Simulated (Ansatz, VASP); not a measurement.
**Co in VASP and in Ansatz**

Contents of INCAR:

```
SYSTEM = Co
PREC = Accurate ; ENCUT = 520
EDIFF = 1E-8 ; ISMEAR = -1
SIGMA = 0.05 ; LREAL = .FALSE.
LASPH = .TRUE. ; NELM = 150
ALGO = Normal ; ISIF = 2
LWAVE = .FALSE. ; LCHARG = .FALSE.
ISPIN = 2 ; MAGMOM = 2 2
LORBIT = 11 ; LMAXMIX = 4
GGA = PE ; LEFG = .TRUE.
NBANDS = 20
```

KPOINTS

```
Automatic mesh
0
G
  19 19 10
  0 0 0
```

The input POSCAR:

```
Co
1.0
    2.4935546764      0.0000000000      0.0000000000
   -1.2467773382      2.1594816955      0.0000000000
    0.0000000000      0.0000000000      4.0496739422
Co
2
Direct
    0.3333333333      0.6666666667      0.2500000000
    0.6666666667      0.3333333333      0.7500000000
```

Input for Ansatz:

```yaml
crystal:
  lattice:
    - [2.4935546764, 0.0, 0.0]
    - [-1.2467773382, 2.1594816955, 0.0]
    - [0.0, 0.0, 4.0496739422]
  atoms:
    - { symbol: Co, position: [0.3333333333, 0.6666666667, 0.25], spin: 2.0 }
    - { symbol: Co, position: [0.6666666667, 0.3333333333, 0.75], spin: 2.0 }
magnetization:
  spin_polarized: true
kpoints:
  mp_grid: { grid: [19, 19, 10] }
scf:
  occupations: { method: fermi_dirac, width: 0.05 }
hamiltonian:
  xc: pbe
  pseudopotentials: { kind: paw }
output:
  forces: true
  stress: true
  eigenvalues: true
  efg: { contact_densities: true }
```

Change from the starting cell: volume scaled by 0.97, PAW files.

Alike in both runs: task electric field gradients; functional PBE; k mesh 19 × 19 × 10; occupations fermi-dirac, width 0.05 eV; collinear spin.

```csv
,VASP,Ansatz
version,VASP 6.6.1,Ansatz 0.2.0
potentials or method,"VASP PAW PBE potentials, release 64 (Co)","PAW with Ansatz's default frozen-core files, scalar-relativistic"
plane-wave cutoff (eV),520,420
valence electrons in the cell,18,34
```

```tsv
	VASP	Ansatz	Ansatz less VASP
pressure (GPa)	-1.5	-0.8	+0.71
traceless stress, the component that is largest in VASP (GPa)	-1.08	-1.02	+0.060
net moment per atom (μB)	1.61	1.62	+0.009
size of the moment on the site where the two differ most (μB)	1.63	1.70	+0.063
size of Vzz on the site where it differs most (V/Å²)	2.0	1.7	-0.30
```

Site moments also hang on the region over which each program counts them. VASP's potentials hold 18 valence electrons a cell and Ansatz's 34, so a difference there can come from the potentials and not from the codes.
